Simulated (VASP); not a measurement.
# Ni (Im-3m) in VASP: a series of runs

Runs on Ni. Level: PBEsol. Tasks: single point, relaxation of cell and atoms.

Program: VASP 6.6.1. These are calculated values, not measurements. Logs are shortened: lines on timing, memory, paths and dates and some standing lists are left out, and cuts for length are marked.

**1. The cell of the first run**

Symmetry: Im-3m, No. 229, cubic system. Conventional cell: a = 2.788 Å, b = 2.788 Å, c = 2.788 Å, α = 90.00°, β = 90.00°, γ = 90.00°. Ni (site symmetry m-3m) has 14 Ni at 2.41 to 2.79 Å within 3.2 Å.

**2. Single point, PBEsol (volume scaled by 1.04)**

INCAR

```
SYSTEM = Ni
  ALGO = Normal
  EDIFF = 1E-7
  ENCUT = 520
  GGA = PS
  ISIF = 2
  ISMEAR = -1
  LASPH = .True.
  LCHARG = .False.
  LREAL = .False.
  LWAVE = .False.
  NBANDS = 11
  NELM = 60
  PREC = Accurate
  SIGMA = 0.1
```

KPOINTS

```
k-points
0
Gamma
  18 18 18
  0 0 0
```

POSCAR

```
Ni
1.0
   -1.3937746392      1.3937746392      1.3937746392
    1.3937746392     -1.3937746392      1.3937746392
    1.3937746392      1.3937746392     -1.3937746392
Ni
1
Direct
    0.0000000000      0.0000000000      0.0000000000
```

Potentials or basis: VASP PAW PBE potentials, release 64 (Ni).

On the command line:

```bash
> cat potpaw_PBE.64/Ni/POTCAR > POTCAR
> mpirun -np 1 vasp_std > vasp.out
```

OUTCAR:

```text
SYSTEM = Ni
   EDIFF = 1E-7
   ENCUT = 520
   GGA = PS
   ISIF = 2
   ISMEAR = -1
   LASPH = .True.
   LREAL = .False.
   NELM = 60
   PREC = Accurate

 ion  position               nearest neighbor table
   1  0.000  0.000  0.000-

  LATTYP: Found a body centered cubic cell.
 ALAT       =     2.7875492784

  Lattice vectors:

 A1 = (  -1.3937746392,   1.3937746392,   1.3937746392)
 A2 = (   1.3937746392,  -1.3937746392,   1.3937746392)
 A3 = (   1.3937746392,   1.3937746392,  -1.3937746392)

Analysis of symmetry for initial positions (statically):
=====================================================================
 Subroutine PRICEL returns:
 Original cell was already a primitive cell.

 Routine SETGRP: Setting up the symmetry group for a
 body centered cubic supercell.

 Subroutine GETGRP returns: Found 48 space group operations
 (whereof 48 operations were pure point group operations)
 out of a pool of 48 trial point group operations.

The static configuration has the point symmetry O_h .

Analysis of symmetry for dynamics (positions and initial velocities):
=====================================================================
 Subroutine PRICEL returns:
 Original cell was already a primitive cell.

 Routine SETGRP: Setting up the symmetry group for a
 body centered cubic supercell.

 Subroutine GETGRP returns: Found 48 space group operations
 (whereof 48 operations were pure point group operations)
 out of a pool of 48 trial point group operations.

The dynamic configuration has the point symmetry O_h .

 Subroutine INISYM returns: Found 48 space group operations
 (whereof 48 operations are pure point group operations),
 and found     1 'primitive' translations

----------------------------------------------------------------------------------------

                                     Primitive cell

  volume of cell :      10.8302

  direct lattice vectors                    reciprocal lattice vectors
    -1.393774639  1.393774639  1.393774639     0.000000000  0.358738053  0.358738053
     1.393774639 -1.393774639  1.393774639     0.358738053  0.000000000  0.358738053
     1.393774639  1.393774639 -1.393774639     0.358738053  0.358738053  0.000000000

  length of vectors
     2.414088489  2.414088489  2.414088489     0.507332219  0.507332219  0.507332219

  position of ions in fractional coordinates (direct lattice)
     0.000000000  0.000000000  0.000000000

  ion indices of the primitive-cell ions
   primitive index   ion index
                 1           1

----------------------------------------------------------------------------------------

 KPOINTS: k-points

Automatic generation of k-mesh.
 Grid dimensions read from file:
 generate k-points for:   18   18   18

 Generating k-lattice:

  Cartesian coordinates                     Fractional coordinates (reciprocal lattice)
     0.000000000  0.019929892  0.019929892     0.055555556  0.000000000  0.000000000
     0.019929892  0.000000000  0.019929892     0.000000000  0.055555556  0.000000000
     0.019929892  0.019929892  0.000000000     0.000000000  0.000000000  0.055555556

  Length of vectors
     0.028185123  0.028185123  0.028185123

  Shift w.r.t. Gamma in fractional coordinates (k-lattice)
     0.000000000  0.000000000  0.000000000

 Subroutine IBZKPT returns following result:
 ===========================================

 Found    195 irreducible k-points:

 Following reciprocal coordinates:
            Coordinates               Weight
  0.000000  0.000000  0.000000      1.000000
  0.055556  0.000000  0.000000     12.000000
  0.111111  0.000000  0.000000     12.000000
  0.166667  0.000000  0.000000     12.000000
  0.222222  0.000000  0.000000     12.000000
  0.277778  0.000000  0.000000     12.000000
[... 16 lines left out ...]
  0.333333  0.111111  0.000000     48.000000
  0.388889  0.111111  0.000000     48.000000
 [... further k-points ...]
   k-points           NKPTS =    195   k-points in BZ     NKDIM =    195   number of bands    NBANDS=     11
   number of dos      NEDOS =    301   number of ions     NIONS =      1
   total plane-waves  NPLWV =   5832
   dimension x,y,z NGX =    18 NGY =   18 NGZ =   18
   dimension x,y,z NGXF=    36 NGYF=   36 NGZF=   36
   ions per type =               1
   NGX,Y,Z   is equivalent  to a cutoff of  12.40, 12.40, 12.40 a.u.
   NGXF,Y,Z  is equivalent  to a cutoff of  24.79, 24.79, 24.79 a.u.
 SYSTEM =  Ni
   PREC   = accura    normal or accurate (medium, high low for compatibility)
   ISTART =      0    job   : 0-new  1-cont  2-samecut
   ICHARG =      2    charge: 1-file 2-atom 10-const
   ISPIN  =      1    spin polarized calculation?
   LNONCOLLINEAR =      F non collinear calculations
   LSORBIT =      F    spin-orbit coupling
   LASPH  =      T    aspherical Exc in radial PAW
   ENCUT  =  520.0 eV  38.22 Ry    6.18 a.u.   4.49  4.49  4.49*2*pi/ulx,y,z
   NELM   =     60;   NELMIN=  2; NELMDL= -5     # of ELM steps
   EDIFF  = 0.1E-06   stopping-criterion for ELM
   LREAL  =      F    real-space projection
   EDIFFG = 0.1E-05   stopping-criterion for IOM
   NSW    =      0    number of steps for IOM
   IBRION =     -1    ionic relax: 0-MD 1-quasi-New 2-CG
   NFREE  =      0    steps in history (QN), initial steepest desc. (CG)
   ISIF   =      2    stress and relaxation
   ISYM   =      2    0-nonsym 1-usesym 2-fastsym
   POTIM  = 0.5000    time-step for ionic-motion
   TEBEG  =    0.0;   TEEND  =   0.0 temperature during run
   PSTRESS=    0.0 pullay stress
   NELECT =      10.0000    total number of electrons
   NUPDOWN=      -1.0000    fix difference up-down
   EMIN   =  10.00;   EMAX   =-10.00  energy-range for DOS
   EFERMI =   0.00;   METHOD = LEGACY
   ISMEAR =    -1;   SIGMA  =   0.10  broadening in eV -4-tet -1-fermi 0-gaus
   EFERMI_NEDOS =   21; number of points for ismear=-14 and -15
   IALGO  =     38    algorithm
   IMIX   =      4    mixing-type and parameters
     AMIX     =   0.40;   BMIX     =  1.00
     AMIX_MAG =   1.60;   BMIX_MAG =  1.00
  volume/ion in A,a.u.               =      10.83        73.09
  Fermi-wavevector in a.u.,A,eV,Ry     =   1.594149  3.012505 34.576641  2.541311
  Thomas-Fermi vector in A             =   2.692268
   LORBIT       =      0    0 simple, 1 ext, 2 COOP (PROOUT), +10 PAW based schemes
   GGA     = PS    functional components
   LHFCALC =     F    Hartree Fock is set to
   AEXX    =    0.0000 exact exchange contribution
   IVDW    =     0    specifies the selected vdW correction
   LEPSILON=     F    determine dielectric tensor
   LRPA    =     F    only Hartree local field effects (RPA)
 non-spin polarized calculation
  energy-cutoff  :      520.00
  volume of cell :       10.83
 maximum number of plane-waves:       321
 NGX is ok and might be reduce to    18
   NGX =  9   NGY =  9   NGZ =  9

 number of electron      10.0000000 magnetization

 number of electron       9.9999990 magnetization

 Free energy of the ion-electron system (eV)
  ---------------------------------------------------
  ext. energy  EPLUGINS =         0.00000000
  ---------------------------------------------------
  free energy    TOTEN  =        -6.04670525 eV

  energy without entropy =       -5.97770209  energy(sigma->0) =       -6.01220367

 E-fermi :   9.0658     XC(G=0): -13.4585

 val. band max:        9.0569840417   @ k =  -0.3889   0.3889   0.1667
 cond. band min:       9.0695283023   @ k =  -0.4444  -0.4444   0.3333
 fundamental gap:      0.0125442606
 Fermi energy:         9.0658187162

 k-point     1 :       0.0000    0.0000    0.0000
  band No.  band energies     occupation
      1       0.1612      2.00000
      2       7.1407      2.00000
      3       7.1407      2.00000
      4       7.1407      2.00000
      5       8.4997      1.99306
      6       8.4997      1.99306
      7      35.5688      0.00000
      8      35.5688      0.00000
      9      35.5688      0.00000
     10      40.4995      0.00000
     11      40.4995      0.00000

 k-point     2 :       0.0556    0.0000    0.0000
  band No.  band energies     occupation
      1       0.2897      2.00000
      2       7.1103      2.00000
      3       7.1382      2.00000
      4       7.2002      2.00000
      5       8.4688      1.99491
      6       8.5021      1.99290
      7      34.5037      0.00000
      8      35.3299      0.00000
      9      35.3964      0.00000
     10      39.4724      0.00000
     11      39.7401      0.00000

 k-point     3 :       0.1111    0.0000    0.0000
  band No.  band energies     occupation
      1       0.6697      2.00000
      2       7.0233      2.00000
      3       7.1235      2.00000
      4       7.3742      2.00000
      5       8.3930      1.99761
      6       8.5097      1.99234
      7      32.0996      0.00000
      8      34.4800      0.00000
      9      34.9828      0.00000
     10      37.6678      0.00000
     11      38.4735      0.00000

 k-point     4 :       0.1667    0.0000    0.0000
  band No.  band energies     occupation
      1       1.2825      2.00000
      2       6.8919      2.00000
      3       7.0819      2.00000
      4       7.6491      2.00000
      5       8.3166      1.99889
      6       8.5237      1.99119
      7      29.2495      0.00000
      8      33.1852      0.00000
      9      34.4978      0.00000
     10      35.7222      0.00000
     11      37.6291      0.00000
[... 239 lines left out ...]
 k-point    22 :       0.2778    0.1111    0.0000
  band No.  band energies     occupation
      1       4.1389      2.00000
      2       6.4294      2.00000
      3       6.9132      2.00000
      4       8.2922      1.99913
      5       8.6731      1.96137
      6       9.2420      0.29310
      7      21.0591      0.00000
      8      26.5410      0.00000
      9      30.1282      0.00000
     10      35.0333      0.00000
     11      39.5398      0.00000

 k-point    23 :       0.3333    0.1111    0.0000
  band No.  band energies     occupation
      1       4.6555      2.00000
      2       6.3156      2.00000
      3       7.2824      2.00000
      4       8.3711      1.99808
      5       8.7438      1.92316
      6       9.8577      0.00073
      7      18.6457      0.00000
      8      25.8746      0.00000
      9      29.3205      0.00000
     10      34.8334      0.00000
     11      39.4784      0.00000

 k-point    24 :       0.3889    0.1111    0.0000
  band No.  band energies     occupation
      1       4.8509      2.00000
      2       6.2447      2.00000
      3       7.6916      2.00000
      4       8.4158      1.99700
      5       8.8557      1.78198
      6      10.5904      0.00000
      7      16.7136      0.00000
      8      25.4560      0.00000
      9      28.8171      0.00000
     10      34.7117      0.00000
     11      39.4426      0.00000

 [... further k-points ...]
[... 5 lines left out ...]
  --------------------------------------------------------------------------------------
  -------------------------------------------------------------------------------------
  Total       -0.5432614     -0.5432614     -0.5432614      0.0000000     -0.0000000      0.0000000
  in kB      -80.3677383    -80.3677383    -80.3677383      0.0000000     -0.0000000      0.0000000
  external PRESSURE =     -80.3677383 kB  Pullay stress =       0.0000000 kB

 VOLUME and BASIS-vectors are now :
 -----------------------------------------------------------------------------
  energy-cutoff  :      520.00
  volume of cell :       10.83
      direct lattice vectors                 reciprocal lattice vectors
    -1.393774639  1.393774639  1.393774639     0.000000000  0.358738053  0.358738053
     1.393774639 -1.393774639  1.393774639     0.358738053  0.000000000  0.358738053
     1.393774639  1.393774639 -1.393774639     0.358738053  0.358738053  0.000000000

 POSITION                                       TOTAL-FORCE (eV/Angst)
 -----------------------------------------------------------------------------------
      0.00000      0.00000      0.00000        -0.000000      0.000000     -0.000000
 -----------------------------------------------------------------------------------
    total drift:                                0.000000      0.000000      0.000000

  FREE ENERGIE OF THE ION-ELECTRON SYSTEM (eV)
  ---------------------------------------------------
  free  energy   TOTEN  =        -6.0467052503 eV

  energy  without entropy=       -5.9777020904  energy(sigma->0) =       -6.01220367
```

It took 8 s on 1 thread of Intel Xeon 6975P-C (Granite Rapids), shared host; peak memory 0.13 GiB.

What came out:

| Quantity | Value |
| --- | --- |
| Free energy | -6.0467 eV |
| Pressure | -8.0 GPa |
| Band gap on the k mesh | zero (band 5 reaches 9.44 eV, above the bottom of band 6 at 8.44 eV) |

Levels at points of the mesh, in eV from the Fermi level:
```csv
k point,band 1,band 2,band 3,band 4,band 5,band 6,band 7,band 8,band 9,band 10
"(0.00, 0.00, 0.00)",-8.90,-1.93,-1.93,-1.93,-0.57,-0.57,26.50,26.50,26.50,31.43
"(0.50, 0.00, 0.00)",-4.41,-2.88,-0.62,-0.41,0.28,0.38,6.72,19.16,20.15,23.94
"(0.50, 0.50, 0.50)",-3.98,-3.98,0.16,0.16,0.16,9.83,9.83,9.83,15.82,15.82
```

Caveat: the cell differs from its parent crystal (volume scaled by 1.04); the PAW data sets were made with another functional, which shifts forces and pressure a little; the run has no spin polarisation, though such a crystal can be magnetic. Spin polarisation is off, so any magnetic state and its effect on volume and gap are missing.

**3. Single point, PBEsol (volume scaled by 1.08)**

INCAR

```
PREC = Accurate ; ENCUT = 520
EDIFF = 1E-7 ; ISMEAR = -1
SIGMA = 0.1 ; LREAL = F
LASPH = T ; NELM = 60
ALGO = Normal ; ISIF = 2
LWAVE = F ; LCHARG = F
GGA = PS ; NBANDS = 11
```

KPOINTS

```
regular mesh
0
Gamma
  18 18 18
```

POSCAR

```
Ni
1.0
   -1.4114192293      1.4114192293      1.4114192293
    1.4114192293     -1.4114192293      1.4114192293
    1.4114192293      1.4114192293     -1.4114192293
Ni
1
Direct
    0.0000000000      0.0000000000      0.0000000000
```

Potentials or basis: VASP PAW PBE potentials, release 64 (Ni).

On the command line:

```bash
> cat potpaw_PBE.64/Ni/POTCAR > POTCAR
> mpirun -np 1 vasp_std > vasp.out
```

Wall time 8.1 s (1 thread of Intel Xeon 6975P-C (Granite Rapids), shared host); peak memory 0.13 GiB.

Results (log left out):

| Quantity | Value |
| --- | --- |
| Free energy | -6.0173 eV |
| Pressure | -14.3 GPa |
| Band gap on the k mesh | zero (band 5 reaches 8.89 eV, above the bottom of band 6 at 7.95 eV) |

Levels at points of the mesh, in eV from the Fermi level:
| k point | band 2 | band 3 | band 4 | band 5 | band 6 | band 7 | band 8 | band 9 |
| --- | --- | --- | --- | --- | --- | --- | --- | --- |
| (0.00, 0.00, 0.00) | -1.82 | -1.82 | -1.82 | -0.54 | -0.54 | 26.11 | 26.11 | 26.11 |
| (0.50, 0.00, 0.00) | -2.72 | -0.59 | -0.39 | 0.33 | 0.36 | 6.44 | 18.82 | 19.60 |
| (0.50, 0.50, 0.50) | -3.76 | 0.14 | 0.14 | 0.14 | 9.61 | 9.61 | 9.61 | 15.46 |

Caveat: the cell differs from its parent crystal (volume scaled by 1.08); the PAW data sets were made with another functional, which shifts forces and pressure a little; the run has no spin polarisation, though such a crystal can be magnetic.

**4. Single point, PBEsol (volume scaled by 1.12)**

INCAR

```
SYSTEM = Ni
ALGO     = Normal         ! electronic algorithm
EDIFF    = 1E-6           ! SCF threshold, eV
ENCUT    = 520            ! plane-wave cutoff, eV
GGA      = PS             ! functional
ISIF     = 2              ! what is computed and relaxed
ISMEAR   = -1             ! smearing method
LASPH    = .True.         ! aspherical terms in the spheres
LCHARG   = .False.        ! write CHGCAR
LREAL    = .False.        ! projectors in reciprocal space
LWAVE    = .False.        ! write WAVECAR
NBANDS   = 11             ! bands
NELM     = 100            ! most SCF steps
PREC     = Accurate       ! precision mode
SIGMA    = 0.1            ! smearing width, eV
```

KPOINTS

```
k-points
0
Gamma
  18 18 18
  0 0 0
```

POSCAR

```
Ni
1.0
   -1.4286333554      1.4286333554      1.4286333554
    1.4286333554     -1.4286333554      1.4286333554
    1.4286333554      1.4286333554     -1.4286333554
Ni
1
Direct
    0.0000000000      0.0000000000      0.0000000000
```

On the command line:

```bash
> cat potpaw_PBE.64/Ni/POTCAR > POTCAR
> mpirun -np 1 vasp_std > vasp.out
```

Run time: 8.2 s. Hardware: 1 thread of Intel Xeon 6975P-C (Granite Rapids), shared host; peak memory 0.13 GiB.

The run converged. Its results:

| Item | Value |
| --- | --- |
| Free energy | -5.9734 eV |
| Pressure | -19.2 GPa |
| Band gap on the k mesh | zero (band 5 reaches 8.39 eV, above the bottom of band 6 at 7.49 eV) |

Levels at points of the mesh, in eV from the Fermi level:
```tsv
k point	band 2	band 3	band 4	band 5	band 6	band 7	band 8	band 9
(0.00, 0.00, 0.00)	-1.73	-1.73	-1.73	-0.51	-0.51	25.73	25.73	25.73
(0.50, 0.00, 0.00)	-2.58	-0.56	-0.37	0.33	0.39	6.18	18.49	19.09
(0.50, 0.50, 0.50)	-3.56	0.13	0.13	0.13	9.40	9.40	9.40	15.12
```

Caveat: the cell differs from its parent crystal (volume scaled by 1.12); the PAW data sets were made with another functional, which shifts forces and pressure a little; the run has no spin polarisation, though such a crystal can be magnetic.

**5. Relaxation of cell and atoms, PBEsol**

This run uses another cell than the first one, of 10.94 Å³/atom, 1.010 times its volume.

INCAR

```
SYSTEM = Ni
PREC     = Accurate       ! precision mode
ENCUT    = 600            ! plane-wave cutoff, eV
EDIFF    = 1E-7           ! SCF threshold, eV
ISMEAR   = -1             ! smearing method
SIGMA    = 0.1            ! smearing width, eV
LREAL    = .FALSE.        ! projectors in reciprocal space
LASPH    = .TRUE.         ! aspherical terms in the spheres
NELM     = 100            ! most SCF steps
ALGO     = Normal         ! electronic algorithm
ISIF     = 3              ! what is computed and relaxed
LWAVE    = .FALSE.        ! write WAVECAR
LCHARG   = .FALSE.        ! write CHGCAR
GGA      = PS             ! functional
IBRION   = 2              ! ionic algorithm
NSW      = 80             ! ionic steps
EDIFFG   = -0.01          ! ionic threshold
```

KPOINTS

```
regular mesh
0
G
  16 16 16
  0 0 0
```

POSCAR

```
Ni
1.0
   -1.3984527048      1.3984527048      1.3984527048
    1.3984527048     -1.3984527048      1.3984527048
    1.3984527048      1.3984527048     -1.3984527048
Ni
1
Direct
    0.0000000000      0.0000000000      0.0000000000
```

On the command line:

```bash
> cat potpaw_PBE.64/Ni/POTCAR > POTCAR
> mpirun -np 1 vasp_std > vasp.out
```

Wall time 15 s (1 thread of Intel Xeon 6975P-C (Granite Rapids), shared host); peak memory 0.14 GiB.

The run converged. Its results:

```yaml
Free_energy: -6.0567 eV
Relaxed_volume: 10.41 Å³/atom
Relaxed_cell: a = 2.383 Å, b = 2.383 Å, c = 2.383 Å, α = 109.47°, β = 109.47°, γ = 109.47°
Space_group_after_relaxing_to_0.05_Å: Im-3m (No. 229)
Energy_gained_by_relaxing: 17.3 meV/atom
Ionic_steps: 3
Pressure_after_relaxing: -0.1 GPa
Band_gap_on_the_k_mesh: zero (band 5 reaches 10.04 eV, above the bottom of band 6 at 8.97 eV)
```

Step by step:
| step | energy change (eV) | largest force (eV/Å) | pressure (GPa) | volume (Å³) |
| --- | --- | --- | --- | --- |
| 1 | 0.0000 | 0.0000 | -9.87 | 10.94 |
| 2 | 0.0013 | 0.0000 | 12.50 | 9.91 |
| 3 | -0.0173 | 0.0000 | -0.09 | 10.41 |

Final structure:
```cif
data_structure
_symmetry_space_group_name_H-M 'P 1'
_symmetry_Int_Tables_number 1
_cell_length_a 2.3826
_cell_length_b 2.3826
_cell_length_c 2.3826
_cell_angle_alpha 109.471
_cell_angle_beta 109.471
_cell_angle_gamma 109.471
_cell_volume 10.41
loop_
_atom_site_label
_atom_site_type_symbol
_atom_site_fract_x
_atom_site_fract_y
_atom_site_fract_z
_atom_site_occupancy
Ni1 Ni 0.00000 0.00000 0.00000 1
```

Levels at points of the mesh, in eV from the Fermi level:
| k point | band 1 | band 2 | band 3 | band 4 | band 5 | band 6 | band 7 | band 8 | band 9 |
| --- | --- | --- | --- | --- | --- | --- | --- | --- | --- |
| (0.00, 0.00, 0.00) | -9.18 | -2.04 | -2.04 | -2.04 | -0.60 | -0.60 | 26.91 | 26.91 | 26.91 |
| (0.50, 0.00, 0.00) | -4.64 | -3.05 | -0.65 | -0.43 | 0.22 | 0.41 | 7.03 | 19.51 | 20.74 |
| (0.50, 0.50, 0.50) | -4.22 | -4.22 | 0.17 | 0.17 | 0.17 | 10.08 | 10.08 | 10.08 | 16.21 |

Caveat: the PAW data sets were made with another functional, which shifts forces and pressure a little; the run has no spin polarisation, though such a crystal can be magnetic. Spin polarisation is off, so any magnetic state and its effect on volume and gap are missing.

[end of part 1 of 2]
